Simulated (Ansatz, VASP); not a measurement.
**AlN: VASP beside Ansatz**

The input INCAR:

```
SYSTEM = AlN
  PREC = Accurate
  ENCUT = 520
  EDIFF = 1E-6
  ISMEAR = 0
  SIGMA = 0.05
  LREAL = .False.
  LASPH = .True.
  NELM = 100
  ALGO = Normal
  ISIF = 2
  LWAVE = .False.
  LCHARG = .False.
  GGA = PE
  NBANDS = 26
```

KPOINTS

```
regular mesh
0
Gamma
  8 6 4
  0 0 0
```

POSCAR

```
AlN
1.0
   -1.6567491617      2.8695737234      0.0000000000
    0.0000000000      0.0000000000      4.1874629526
    4.9702474850      2.8695737234      0.0000000000
Al N
4 4
Direct
    0.5292022475      0.7500000000      0.0496464977
    0.0000000000      0.7500000000      0.6666666667
    0.0000000000      0.2500000000      0.3333333333
    0.5000000000      0.2500000000      0.8333333333
    0.5000000000      0.2500000000      0.1666666667
    0.0000000000      0.2500000000      0.6666666667
    0.0000000000      0.7500000000      0.3333333333
    0.5000000000      0.7500000000      0.8333333333
```

Input for Ansatz:

```yaml
crystal:
  lattice:
    - [-1.6567491617, 2.8695737234, 0.0]
    - [0.0, 0.0, 4.1874629526]
    - [4.970247485, 2.8695737234, 0.0]
  atoms:
    - { symbol: Al, position: [0.5292022475, 0.75, 0.0496464977] }
    - { symbol: Al, position: [0.0, 0.75, 0.6666666667] }
    - { symbol: Al, position: [0.0, 0.25, 0.3333333333] }
    - { symbol: Al, position: [0.5, 0.25, 0.8333333333] }
    - { symbol: "N", position: [0.5, 0.25, 0.1666666667] }
    - { symbol: "N", position: [0.0, 0.25, 0.6666666667] }
    - { symbol: "N", position: [0.0, 0.75, 0.3333333333] }
    - { symbol: "N", position: [0.5, 0.75, 0.8333333333] }
basis:
  ecutwfc: 420
kpoints:
  mp_grid: { grid: [8, 6, 4] }
hamiltonian:
  xc: pbe
  pseudopotentials: { kind: paw, azcp: { folder: soft_1 } }
scf:
  occupations: { method: gaussian, width: 0.05 }
output:
  forces: true
  stress: true
  eigenvalues: true
```

Alike in both runs: task single point; functional PBE; k mesh 8 × 6 × 4; occupations gaussian, width 0.05 eV; no spin polarisation.

```csv
,VASP,Ansatz
version,VASP 6.6.1,Ansatz 0.2.0
potentials or method,"VASP PAW PBE potentials, release 64 (Al, N), cutoff 520 eV","scalar-relativistic, plane waves, PAW"
valence electrons in the cell,32,32
```

```csv
,VASP,Ansatz,Ansatz less VASP
gap on the k mesh at the Fermi level (eV),0.99,0.97,-0.017
least direct gap on the mesh (eV),1.05,1.03,-0.017
rms of the force components (eV/Å),15.090,15.721,+0.6318
```

Atom by atom the forces differ by 0.635 eV/Å (rms over components). The functional is the same, so the differences come from potentials, cutoffs and numerics.
